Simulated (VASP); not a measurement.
Wanted: the native input for a VASP 6.6.1 run.

```yaml
Task: relaxation of cell and atoms
Functional: PBE
Potentials_or_basis: VASP PAW PBE potentials, release 64 (C)
Cutoff: 600 eV
k_mesh: 6 × 6 × 6
Occupations: gaussian, width 0.1 eV
Spin: no spin polarisation
Dipole_correction: no
Further_INCAR_settings: ALGO = Normal; EDIFF = 1e-06; IBRION = 2; EDIFFG = -0.04; NSW = 90; ISIF = 3
```

The structure of C lies in POSCAR:

```
C
1.0
    3.4984571700      0.0000000000      0.0000000000
   -1.7492285900      3.0297527800      0.0000000000
    0.0000000000      0.0000000000      3.3120840700
C
6
Direct
    0.2340405300      0.4680810500      0.2500000000
    0.5319189500      0.7659594700      0.5833333300
    0.2340405300      0.7659594700      0.9166666700
    0.7659594700      0.5319189500      0.7500000000
    0.4680810500      0.2340405300      0.0833333300
    0.7659594700      0.2340405300      0.4166666700
```

These files were run (other wordings do the same):

INCAR

```
PREC = Accurate ; ENCUT = 600
EDIFF = 1E-6 ; ISMEAR = 0
SIGMA = 0.1 ; LREAL = False
LASPH = True ; NELM = 60
ALGO = Normal ; ISIF = 3
LWAVE = False ; LCHARG = False
GGA = PE ; IBRION = 2
NSW = 90 ; EDIFFG = -0.04
```

KPOINTS

```
Automatic mesh
0
Gamma
  6 6 6
```

Potentials or basis: VASP PAW PBE potentials, release 64 (C).

Run with:

```bash
$ cat potpaw_PBE.64/C/POTCAR > POTCAR
$ mpirun -np 1 vasp_std > vasp.out
```

It gave:

```
Relaxed volume                         : 6.22 Å³/atom
Relaxed cell                           : a = 3.573 Å, b = 3.573 Å, c = 3.377 Å, α = 90.00°, β = 90.00°, γ = 120.00°
Space group after relaxing (to 0.05 Å) : P6_122 (No. 178)
Energy gained by relaxing              : 33.9 meV/atom
Ionic steps                            : 6
Pressure after relaxing                : -0.2 GPa
Largest force after relaxing           : 0.013 eV/Å
Band gap on the k mesh                 : 4.17 eV, indirect (least direct gap 4.96 eV)
```

Wall time 50 s on 1 thread of Intel Xeon 6975P-C, on a shared host, peak memory 0.15 GiB.
